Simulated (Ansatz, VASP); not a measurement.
## Two plane-wave programs on GdAl2N3

```
Gd Al N
1.0
     4.19040    0.00000    0.00000
     0.00000    4.19040    0.00000
     0.00000    0.00000    5.93195
Gd Al N
1 2 3
Direct
  0.50000 0.50000 0.67319
  0.50000 0.00000 0.40960
  0.00000 0.50000 0.40960
  0.50000 0.50000 0.33019
  0.50000 0.00000 0.04063
  0.00000 0.50000 0.04063
```

Alike in both runs: task single point; functional PBE; k mesh 4 × 4 × 4; occupations gaussian, width 0.1 eV; collinear spin.

```csv
,VASP,Ansatz
version,VASP 6.6.1,Ansatz 0.2.0
potentials or method,"VASP PAW PBE potentials, release 64 (Gd, Al, N), cutoff 520 eV","scalar-relativistic, plane waves, PAW"
valence electrons in the cell,39,39
```

```tsv
	VASP	Ansatz	Ansatz less VASP
gap on the k mesh at the Fermi level (eV)	none	none	-
pressure (GPa)	0.8	0.7	-0.10
traceless stress, the component that is largest in VASP (GPa)	-2.17	-2.40	-0.234
rms of the force components (eV/Å)	3.123	3.106	-0.0165
net moment per atom (μB)	0.90	0.90	-0.001
size of the moment on the site where the two differ most (μB)	6.62	6.50	-0.118
```

Site moments also hang on the region over which each program counts them. Atom by atom the forces differ by 0.033 eV/Å (rms over components). A gap of «none» marks a metal or a gap that the smearing closes. The functional is the same, so the differences come from potentials, cutoffs and numerics.

The k mesh is coarse, so the values compare programs but aren't converged. Neither program's run includes spin-orbit coupling.
